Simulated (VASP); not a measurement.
Crystal: Se.

```
Se
1.0
    -1.73801    1.73801    1.73801
     1.73801   -1.73801    1.73801
     1.73801    1.73801   -1.73801
Se
1
Direct
  0.00000 0.00000 0.00000
```

This isn't the form of Se at room conditions, which is trigonal, of chains.

| Property | Result |
| --- | --- |
| Program | VASP 6.6.1 |
| Task | relaxation of cell and atoms |
| Functional | LDA |
| Potentials or basis | VASP PAW LDA potentials, release 64 (Se) |
| Cutoff | 600 eV |
| k mesh | 15 × 15 × 15 |
| Occupations | fermi-dirac, width 0.08 eV |
| Spin | no spin polarisation |

At the start: pressure -7.1 GPa; volume 21.00 Å³/atom.

Problem. How do energy, volume and symmetry change on relaxing?

Solution. Over 3 steps the energy falls by 47.3 meV/atom and the volume is 19.03 Å³/atom (-9.4 %); space group Im-3m (No. 229, to 0.1 Å) before and after.

The path:
| step | energy change (eV) | largest force (eV/Å) | pressure (GPa) | volume (Å³) |
| --- | --- | --- | --- | --- |
| 1 | 0.0000 | 0.0000 | -7.05 | 21.00 |
| 2 | -0.0394 | 0.0000 | 3.70 | 18.31 |
| 3 | -0.0473 | 0.0000 | 0.00 | 19.03 |

Final structure:
```
Se
1.0
    -1.68183    1.68183    1.68183
     1.68183   -1.68183    1.68183
     1.68183    1.68183   -1.68183
Se
1
Direct
  0.00000 0.00000 0.00000
```
